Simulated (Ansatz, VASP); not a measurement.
# Two plane-wave programs on BN

INCAR

```
SYSTEM = BN
ALGO = Normal
EDIFF = 1E-7
ENCUT = 520
GGA = PE
ISIF = 2
ISMEAR = 0
LASPH = .TRUE.
LCHARG = .FALSE.
LREAL = .FALSE.
LWAVE = .FALSE.
NBANDS = 16
NELM = 100
PREC = Accurate
SIGMA = 0.05
```

The input KPOINTS:

```
k-points
0
G
  12 12 6
  0 0 0
```

Contents of POSCAR:

```
BN
1.0
    2.5539396017      0.0000000000      0.0000000000
   -1.2769698009      2.2117765748      0.0000000000
    0.0000000000      0.0000000000      4.2268550000
B N
2 2
Direct
    0.6666666667      0.3333333333      0.9997240000
    0.3333333333      0.6666666667      0.4997240000
    0.6229947227      0.3013632515      0.6252760000
    0.3333333333      0.6666666667      0.1252760000
```

Input for Ansatz:

```yaml
crystal:
  lattice:
    - [2.5539396017, 0.0, 0.0]
    - [-1.2769698009, 2.2117765748, 0.0]
    - [0.0, 0.0, 4.226855]
  atoms:
    - { symbol: B, position: [0.6666666667, 0.3333333333, 0.999724] }
    - { symbol: B, position: [0.3333333333, 0.6666666667, 0.499724] }
    - { symbol: "N", position: [0.6229947227, 0.3013632515, 0.625276] }
    - { symbol: "N", position: [0.3333333333, 0.6666666667, 0.125276] }
basis:
  ecutwfc: 420
kpoints:
  mp_grid: { grid: [12, 12, 6] }
hamiltonian:
  xc: pbe
scf:
  occupations: { method: gaussian, width: 0.05 }
output:
  forces: true
  stress: true
  eigenvalues: true
```

Alike in both runs: task single point; functional PBE; k mesh 12 × 12 × 6; occupations gaussian, width 0.05 eV; no spin polarisation.

|  | VASP | Ansatz |
| --- | --- | --- |
| version | VASP 6.6.1 | Ansatz 0.2.0 |
| potentials or method | VASP PAW PBE potentials, release 64 (B, N), cutoff 520 eV | scalar-relativistic, plane waves, PAW |
| valence electrons in the cell | 16 | 16 |

|  | VASP | Ansatz | Ansatz less VASP |
| --- | --- | --- | --- |
| gap on the k mesh at the Fermi level (eV) | 4.80 | 4.81 | +0.016 |
| least direct gap on the mesh (eV) | 7.68 | 7.68 | +0.008 |
| pressure (GPa) | 1.6 | 1.3 | -0.22 |
| traceless stress, the component that is largest in VASP (GPa) | 2.82 | 2.74 | -0.082 |
| rms of the force components (eV/Å) | 0.832 | 0.828 | -0.0046 |

Atom by atom the forces differ by 0.005 eV/Å (rms over components).
